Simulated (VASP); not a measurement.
# AlNi (rocksalt type) (Fm-3m) in VASP: a series of runs

The runs below take AlNi (rocksalt type) through density of states, with PBE.

Everything below comes from runs of VASP 6.6.1. Logs are shortened: lines on timing, memory, paths and dates and some standing lists are left out, and cuts for length are marked.

## Step 1: The cell of the first run

The structure is cubic, space group Fm-3m (No. 225). The conventional cell has a = 3.981 Å, b = 3.981 Å, c = 3.981 Å, α = 90.00°, β = 90.00°, γ = 90.00°. Ni (site symmetry m-3m) has 6 Al at 1.99 Å within 2.6 Å. Al (site symmetry m-3m) has 6 Ni at 1.99 Å within 2.6 Å.

## Step 2: Density of states, PBE (volume scaled by 0.55)

POSCAR

```
AlNi
1.0
    0.0000000000      1.9904868674      1.9904868674
    1.9904868674      0.0000000000      1.9904868674
    1.9904868674      1.9904868674      0.0000000000
Ni Al
1 1
Direct
    0.0000000000      0.0000000000      0.0000000000
    0.5000000000      0.5000000000      0.5000000000
```

INCAR.step1

```
SYSTEM = AlNi
PREC     = Accurate       ! precision mode
ENCUT    = 520            ! plane-wave cutoff, eV
EDIFF    = 1E-6           ! SCF threshold, eV
ISMEAR   = -1             ! smearing method
SIGMA    = 0.1            ! smearing width, eV
LREAL    = .FALSE.        ! projectors in reciprocal space
LASPH    = .TRUE.         ! aspherical terms in the spheres
NELM     = 100            ! most SCF steps
ALGO     = Normal         ! electronic algorithm
ISIF     = 2              ! what is computed and relaxed
LWAVE    = .FALSE.        ! write WAVECAR
LCHARG   = .TRUE.         ! write CHGCAR
LMAXMIX  = 4              ! l up to which the mixer works
GGA      = PE             ! functional
NBANDS   = 14             ! bands
```

KPOINTS.step1

```
Automatic mesh
0
G
  15 15 15
  0 0 0
```

INCAR.step2

```
SYSTEM = AlNi
PREC     = Accurate       ! precision mode
ENCUT    = 520            ! plane-wave cutoff, eV
EDIFF    = 1E-6           ! SCF threshold, eV
ISMEAR   = -5             ! smearing method
SIGMA    = 0.1            ! smearing width, eV
LREAL    = .FALSE.        ! projectors in reciprocal space
LASPH    = .TRUE.         ! aspherical terms in the spheres
NELM     = 100            ! most SCF steps
ALGO     = Normal         ! electronic algorithm
ISIF     = 2              ! what is computed and relaxed
LWAVE    = .FALSE.        ! write WAVECAR
LCHARG   = .FALSE.        ! write CHGCAR
LMAXMIX  = 4              ! l up to which the mixer works
GGA      = PE             ! functional
LORBIT   = 11             ! projections on sites
NBANDS   = 14             ! bands
NEDOS    = 2001           ! points of the DOS
ICHARG   = 11             ! starting density
```

KPOINTS.step2

```
Automatic mesh
0
G
  23 23 23
  0 0 0
```

Potentials or basis: VASP PAW PBE potentials, release 64 (Ni, Al).

On the command line:

```sh
$ cat potpaw_PBE.64/Ni/POTCAR potpaw_PBE.64/Al/POTCAR > POTCAR
$ cp INCAR.step1 INCAR
$ cp KPOINTS.step1 KPOINTS
$ mpirun -np 1 vasp_std > vasp.out
$ cp INCAR.step2 INCAR
$ cp KPOINTS.step2 KPOINTS
$ mpirun -np 1 vasp_std > vasp.out
```

OUTCAR:

```text
SYSTEM = AlNi
   PREC = Accurate
   ENCUT = 520
   EDIFF = 1E-6
   ISMEAR = -5
   LREAL = .FALSE.
   LASPH = .TRUE.
   NELM = 100
   ISIF = 2
   GGA = PE
   LORBIT = 11
   ICHARG = 11

 ion  position               nearest neighbor table
   1  0.000  0.000  0.000-   2 1.99   2 1.99   2 1.99   2 1.99   2 1.99   2 1.99
   2  0.500  0.500  0.500-   1 1.99   1 1.99   1 1.99   1 1.99   1 1.99   1 1.99

  LATTYP: Found a face centered cubic cell.
 ALAT       =     3.9809737348

  Lattice vectors:

 A1 = (   0.0000000000,   1.9904868674,   1.9904868674)
 A2 = (   1.9904868674,   0.0000000000,   1.9904868674)
 A3 = (   1.9904868674,   1.9904868674,   0.0000000000)

Analysis of symmetry for initial positions (statically):
=====================================================================
 Subroutine PRICEL returns:
 Original cell was already a primitive cell.

 Routine SETGRP: Setting up the symmetry group for a
 face centered cubic supercell.

 Subroutine GETGRP returns: Found 48 space group operations
 (whereof 48 operations were pure point group operations)
 out of a pool of 48 trial point group operations.

The static configuration has the point symmetry O_h .

Analysis of symmetry for dynamics (positions and initial velocities):
=====================================================================
 Subroutine PRICEL returns:
 Original cell was already a primitive cell.

 Routine SETGRP: Setting up the symmetry group for a
 face centered cubic supercell.

 Subroutine GETGRP returns: Found 48 space group operations
 (whereof 48 operations were pure point group operations)
 out of a pool of 48 trial point group operations.

The dynamic configuration has the point symmetry O_h .

 Subroutine INISYM returns: Found 48 space group operations
 (whereof 48 operations are pure point group operations),
 and found     1 'primitive' translations

----------------------------------------------------------------------------------------

                                     Primitive cell

  volume of cell :      15.7728

  direct lattice vectors                    reciprocal lattice vectors
     0.000000000  1.990486867  1.990486867    -0.251194825  0.251194825  0.251194825
     1.990486867  0.000000000  1.990486867     0.251194825 -0.251194825  0.251194825
     1.990486867  1.990486867  0.000000000     0.251194825  0.251194825 -0.251194825

  length of vectors
     2.814973524  2.814973524  2.814973524     0.435082199  0.435082199  0.435082199

  position of ions in fractional coordinates (direct lattice)
     0.000000000  0.000000000  0.000000000
     0.500000000  0.500000000  0.500000000

  ion indices of the primitive-cell ions
   primitive index   ion index
                 1           1
                 2           2

----------------------------------------------------------------------------------------

 KPOINTS: Automatic mesh

Automatic generation of k-mesh.
 Grid dimensions read from file:
 generate k-points for:   23   23   23

 Generating k-lattice:

  Cartesian coordinates                     Fractional coordinates (reciprocal lattice)
    -0.010921514  0.010921514  0.010921514     0.043478261  0.000000000  0.000000000
     0.010921514 -0.010921514  0.010921514     0.000000000  0.043478261  0.000000000
     0.010921514  0.010921514 -0.010921514     0.000000000  0.000000000  0.043478261

  Length of vectors
     0.018916617  0.018916617  0.018916617

  Shift w.r.t. Gamma in fractional coordinates (k-lattice)
     0.000000000  0.000000000  0.000000000

 TETIRR: Found   1662 inequivalent tetrahedra from    73002

 Subroutine IBZKPT returns following result:
 ===========================================

 Found    364 irreducible k-points:

 Following reciprocal coordinates:
            Coordinates               Weight
  0.000000  0.000000  0.000000      1.000000
  0.043478  0.000000  0.000000      8.000000
  0.086957  0.000000  0.000000      8.000000
  0.130435  0.000000  0.000000      8.000000
  0.173913  0.000000  0.000000      8.000000
  0.217391  0.000000  0.000000      8.000000
[... 16 lines left out ...]
  0.478261  0.043478  0.000000     24.000000
 -0.478261  0.043478  0.000000     24.000000
 [... further k-points ...]
   k-points           NKPTS =    364   k-points in BZ     NKDIM =    364   number of bands    NBANDS=     14
   number of dos      NEDOS =   2001   number of ions     NIONS =      2
   total plane-waves  NPLWV =  13824
   dimension x,y,z NGX =    24 NGY =   24 NGZ =   24
   dimension x,y,z NGXF=    48 NGYF=   48 NGZF=   48
   ions per type =               1   1
   NGX,Y,Z   is equivalent  to a cutoff of  14.17, 14.17, 14.17 a.u.
   NGXF,Y,Z  is equivalent  to a cutoff of  28.35, 28.35, 28.35 a.u.
 SYSTEM =  AlNi
   PREC   = accura    normal or accurate (medium, high low for compatibility)
   ISTART =      0    job   : 0-new  1-cont  2-samecut
   ICHARG =     11    charge: 1-file 2-atom 10-const
   ISPIN  =      1    spin polarized calculation?
   LNONCOLLINEAR =      F non collinear calculations
   LSORBIT =      F    spin-orbit coupling
   LASPH  =      T    aspherical Exc in radial PAW
   ENCUT  =  520.0 eV  38.22 Ry    6.18 a.u.   5.23  5.23  5.23*2*pi/ulx,y,z
   NELM   =    100;   NELMIN=  2; NELMDL=  0     # of ELM steps
   EDIFF  = 0.1E-05   stopping-criterion for ELM
   LREAL  =      F    real-space projection
[... 7 lines left out ...]
   TEBEG  =    0.0;   TEEND  =   0.0 temperature during run
   PSTRESS=    0.0 pullay stress
   NELECT =      13.0000    total number of electrons
   NUPDOWN=      -1.0000    fix difference up-down
   EMIN   =  10.00;   EMAX   =-10.00  energy-range for DOS
   EFERMI =   0.00;   METHOD = LEGACY
   ISMEAR =    -5;   SIGMA  =   0.10  broadening in eV -4-tet -1-fermi 0-gaus
   EFERMI_NEDOS =   21; number of points for ismear=-14 and -15
   IALGO  =     38    algorithm
   IMIX   =      4    mixing-type and parameters
     AMIX     =   0.40;   BMIX     =  1.00
     AMIX_MAG =   1.60;   BMIX_MAG =  1.00
  volume/ion in A,a.u.               =       7.89        53.22
  Fermi-wavevector in a.u.,A,eV,Ry     =   1.534923  2.900584 32.055177  2.355989
  Thomas-Fermi vector in A             =   2.641783
   LORBIT       =     11    0 simple, 1 ext, 2 COOP (PROOUT), +10 PAW based schemes
   GGA     = PE    functional components
   LHFCALC =     F    Hartree Fock is set to
   AEXX    =    0.0000 exact exchange contribution
   IVDW    =     0    specifies the selected vdW correction
   LEPSILON=     F    determine dielectric tensor
   LRPA    =     F    only Hartree local field effects (RPA)
 non-spin polarized calculation
 Fermi weights with tetrahedron method with Bloechl corrections
  energy-cutoff  :      520.00
  volume of cell :       15.77
 maximum number of plane-waves:       444
 NGX is ok and might be reduce to    24

 number of electron      13.0000002 magnetization

 Free energy of the ion-electron system (eV)
  ---------------------------------------------------
  ext. energy  EPLUGINS =         0.00000000
  ---------------------------------------------------
  free energy    TOTEN  =        -3.76316459 eV

  energy without entropy =       -3.76316459  energy(sigma->0) =       -3.76316459

 E-fermi :  17.3086     XC(G=0): -14.1437

 val. band max:       17.3926779263   @ k =  -0.2609   0.3478   0.0870
 cond. band min:      17.1535469516   @ k =  -0.3478   0.4348   0.2174
 fundamental gap:     -0.2391309747
 Fermi energy:        17.3085678685

 k-point     1 :       0.0000    0.0000    0.0000
  band No.  band energies     occupation
      1       2.4155      2.00000
      2      12.1124      2.00000
      3      12.1124      2.00000
      4      12.1124      2.00000
      5      12.5283      2.00000
      6      12.5283      2.00000
      7      28.6601      0.00000
      8      28.6601      0.00000
      9      28.6601      0.00000
     10      29.5323      0.00000
     11      30.6648      0.00000
     12      30.6648      0.00000
     13      30.6648      0.00000
     14      37.7057      0.00000

 k-point     2 :       0.0435    0.0000    0.0000
  band No.  band energies     occupation
      1       2.4718      2.00000
      2      12.0835      2.00000
      3      12.1303      2.00000
      4      12.1303      2.00000
      5      12.5250      2.00000
      6      12.5250      2.00000
      7      27.9028      0.00000
      8      28.5399      0.00000
      9      28.5399      0.00000
     10      29.3037      0.00000
     11      30.8362      0.00000
     12      30.8362      0.00000
     13      31.6343      0.00000
     14      37.0147      0.00000

 k-point     3 :       0.0870    0.0000    0.0000
  band No.  band energies     occupation
      1       2.6401      2.00000
      2      11.9990      2.00000
      3      12.1747      2.00000
      4      12.1747      2.00000
      5      12.5248      2.00000
      6      12.5248      2.00000
      7      26.4407      0.00000
      8      28.2571      0.00000
      9      28.2571      0.00000
     10      29.2902      0.00000
     11      31.2636      0.00000
     12      31.2636      0.00000
     13      33.0303      0.00000
     14      35.9165      0.00000

 k-point     4 :       0.1304    0.0000    0.0000
  band No.  band energies     occupation
      1       2.9180      2.00000
      2      11.8648      2.00000
      3      12.2111      2.00000
      4      12.2111      2.00000
      5      12.5615      2.00000
      6      12.5615      2.00000
      7      24.8881      0.00000
      8      27.9117      0.00000
      9      27.9117      0.00000
     10      29.3331      0.00000
     11      31.8080      0.00000
     12      31.8080      0.00000
     13      34.2907      0.00000
     14      34.8930      0.00000

 k-point     5 :       0.1739    0.0000    0.0000
  band No.  band energies     occupation
      1       3.3016      2.00000
      2      11.6884      2.00000
      3      12.2002      2.00000
      4      12.2002      2.00000
      5      12.6734      2.00000
      6      12.6734      2.00000
      7      23.3442      0.00000
      8      27.5453      0.00000
      9      27.5453      0.00000
     10      29.3752      0.00000
     11      32.2775      0.00000
[... 276 lines left out ...]
 k-point    22 :       0.4348    0.0435    0.0000
  band No.  band energies     occupation
      1       6.9833      2.00000
      2      10.0049      2.00000
      3      11.8298      2.00000
      4      11.8892      2.00000
      5      13.7971      2.00000
      6      13.8530      2.00000
      7      16.4996      2.00000
      8      25.0963      0.00000
      9      25.5558      0.00000
     10      28.6814      0.00000
     11      30.6799      0.00000
     12      30.7355      0.00000
     13      35.7726      0.00000
     14      37.4303      0.00000

 k-point    23 :       0.4783    0.0435    0.0000
  band No.  band energies     occupation
      1       7.6000      2.00000
      2       9.5990      2.00000
      3      11.8068      2.00000
      4      11.8598      2.00000
      5      13.9241      2.00000
      6      13.9306      2.00000
      7      16.0211      2.00000
      8      25.1020      0.00000
      9      25.2054      0.00000
     10      28.6399      0.00000
     11      30.4773      0.00000
     12      30.6955      0.00000
     13      35.7772      0.00000
     14      38.1691      0.00000

 k-point    24 :      -0.4783    0.0435    0.0000
  band No.  band energies     occupation
      1       7.8148      2.00000
      2       9.4402      2.00000
      3      11.8034      2.00000
      4      11.8495      2.00000
      5      13.9311      2.00000
      6      13.9769      2.00000
      7      15.8983      2.00000
      8      24.9778      0.00000
      9      25.2417      0.00000
     10      28.6738      0.00000
     11      30.3046      0.00000
     12      30.7560      0.00000
     13      35.7852      0.00000
     14      38.5942      0.00000

 [... further k-points ...]
[... 5 lines left out ...]
  --------------------------------------------------------------------------------------
  -------------------------------------------------------------------------------------
  Total       22.6985671     22.6985671     22.6985671     -0.0000000      0.0000000      0.0000000
  in kB     2305.6908699   2305.6908699   2305.6908699     -0.0000000      0.0000000      0.0000000
  external PRESSURE =    2305.6908699 kB  Pullay stress =       0.0000000 kB

 VOLUME and BASIS-vectors are now :
 -----------------------------------------------------------------------------
  energy-cutoff  :      520.00
  volume of cell :       15.77
      direct lattice vectors                 reciprocal lattice vectors
     0.000000000  1.990486867  1.990486867    -0.251194825  0.251194825  0.251194825
     1.990486867  0.000000000  1.990486867     0.251194825 -0.251194825  0.251194825
     1.990486867  1.990486867  0.000000000     0.251194825  0.251194825 -0.251194825

 POSITION                                       TOTAL-FORCE (eV/Angst)
 -----------------------------------------------------------------------------------
      0.00000      0.00000      0.00000        -0.000000      0.000000     -0.000000
      1.99049      1.99049      1.99049         0.000000     -0.000000      0.000000
 -----------------------------------------------------------------------------------
    total drift:                                0.000000     -0.000000     -0.000000

  FREE ENERGIE OF THE ION-ELECTRON SYSTEM (eV)
  ---------------------------------------------------
  free  energy   TOTEN  =        -3.7631645860 eV

  energy  without entropy=       -3.7631645860  energy(sigma->0) =       -3.76316459

 total charge

# of ion       s       p       d       tot
------------------------------------------
    1        0.824   0.830   9.032  10.686
    2        0.549   0.685   0.000   1.234
--------------------------------------------------
tot          1.373   1.515   9.032  11.920
```

Wall time 25 s (1 thread of Intel Xeon 6975P-C (Granite Rapids), shared host); peak memory 0.2 GiB.

What came out:

```yaml
Valence_electrons_inside_the_program's_atomic_spheres: Ni 10.69; Al 1.23
```

Levels at points of the mesh, in eV from the Fermi level:
```tsv
k point	band 2	band 3	band 4	band 5	band 6	band 7	band 8	band 9	band 10	band 11
(0.00, 0.00, 0.00)	-5.20	-5.20	-5.20	-4.78	-4.78	11.35	11.35	11.35	12.22	13.36
```

Caveat: tetrahedron occupations give inexact forces and stress in metals. Spin polarisation is off, so any magnetic state and its effect on volume and gap are missing.

## Step 3: Density of states, PBE (volume scaled by 0.64)

POSCAR

```
AlNi
1.0
    0.0000000000      2.0936226660      2.0936226660
    2.0936226660      0.0000000000      2.0936226660
    2.0936226660      2.0936226660      0.0000000000
Ni Al
1 1
Direct
    0.0000000000      0.0000000000      0.0000000000
    0.5000000000      0.5000000000      0.5000000000
```

INCAR.step1

```
SYSTEM = AlNi
PREC = Accurate
ENCUT = 520
EDIFF = 1E-6
ISMEAR = -1
SIGMA = 0.1
LREAL = .False.
LASPH = .True.
NELM = 100
ALGO = Normal
ISIF = 2
LWAVE = .False.
LCHARG = .True.
LMAXMIX = 4
GGA = PE
NBANDS = 14
```

KPOINTS.step1

```
Automatic mesh
0
Gamma
  15 15 15
  0 0 0
```

INCAR.step2

```
SYSTEM = AlNi
PREC = Accurate
ENCUT = 520
EDIFF = 1E-6
ISMEAR = -5
SIGMA = 0.1
LREAL = .False.
LASPH = .True.
NELM = 100
ALGO = Normal
ISIF = 2
LWAVE = .False.
LCHARG = .False.
LMAXMIX = 4
GGA = PE
LORBIT = 11
NEDOS = 2001
ICHARG = 11
```

KPOINTS.step2

```
Automatic mesh
0
Gamma
  23 23 23
  0 0 0
```

Potentials or basis: VASP PAW PBE potentials, release 64 (Ni, Al).

On the command line:

```sh
$ cat potpaw_PBE.64/Ni/POTCAR potpaw_PBE.64/Al/POTCAR > POTCAR
$ cp INCAR.step1 INCAR
$ cp KPOINTS.step1 KPOINTS
$ mpirun -np 1 vasp_std > vasp.out
$ cp INCAR.step2 INCAR
$ cp KPOINTS.step2 KPOINTS
$ mpirun -np 1 vasp_std > vasp.out
```

Wall time 22 s (1 thread of Intel Xeon 6975P-C (Granite Rapids), shared host); peak memory 0.2 GiB.

The run converged. Its results:

- Valence electrons inside the program's atomic spheres: Ni 10.26; Al 1.08

Levels at points of the mesh, in eV from the Fermi level:
```tsv
k point	band 4	band 5	band 6	band 7	band 8	band 9
(0.00, 0.00, 0.00)	-4.11	-3.82	-3.82	9.91	9.91	9.91
```

Caveat: tetrahedron occupations give inexact forces and stress in metals. Spin polarisation is off, so any magnetic state and its effect on volume and gap are missing.
